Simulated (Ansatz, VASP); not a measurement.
# One calculation of B, two programs

The input INCAR:

```
SYSTEM = B
ALGO = Normal ; EDIFF = 1E-6
ENCUT = 500 ; GGA = PE
GGA_COMPAT = .FALSE. ; ISIF = 2
ISMEAR = 0 ; LASPH = .TRUE.
LCHARG = .FALSE. ; LREAL = .FALSE.
LWAVE = .FALSE. ; NBANDS = 8
NELM = 120 ; PREC = Accurate
SIGMA = 0.1
```

File KPOINTS:

```
k-points
0
G
  22 22 22
  0 0 0
```

POSCAR

```
B
1.0
    0.0000000000      1.6523701048      1.6523701048
    1.6523701048      0.0000000000      1.6523701048
    1.6523701048      1.6523701048      0.0000000000
B
1
Direct
    0.0000000000      0.0000000000      0.0000000000
```

Input for Ansatz:

```yaml
crystal:
  lattice:
    - [0.0, 1.6523701048, 1.6523701048]
    - [1.6523701048, 0.0, 1.6523701048]
    - [1.6523701048, 1.6523701048, 0.0]
  atoms:
    - { symbol: B, position: [0.0, 0.0, 0.0] }
basis:
  ecutwfc: 420
kpoints:
  mp_grid: { grid: [22, 22, 22] }
hamiltonian:
  xc: pbe
scf:
  occupations: { method: gaussian, width: 0.1 }
output:
  forces: true
  stress: true
  eigenvalues: true
```

Alike in both runs: task single point; functional PBE; k mesh 22 × 22 × 22; occupations gaussian, width 0.1 eV; no spin polarisation.

|  | VASP | Ansatz |
| --- | --- | --- |
| version | VASP 6.6.1 | Ansatz 0.2.0 |
| potentials or method | VASP PAW PBE potentials, release 64 (B), cutoff 500 eV | scalar-relativistic, plane waves, PAW |
| valence electrons in the cell | 3 | 3 |

VASP gave:

| Item | Value |
| --- | --- |
| gap on the k mesh at the Fermi level (eV) | none |
| pressure (GPa) | -47.0 |

What did Ansatz give for the same quantities?

gap on the k mesh at the Fermi level (eV): none; pressure (GPa): -46.9.

A gap of «none» marks a metal or a gap that the smearing closes. Both programs put the cell under strong tension, so it lies far from rest at this level. The functional is the same, so the differences come from potentials, cutoffs and numerics.

Noted on VASP's run: the cell as given lies far from equilibrium.
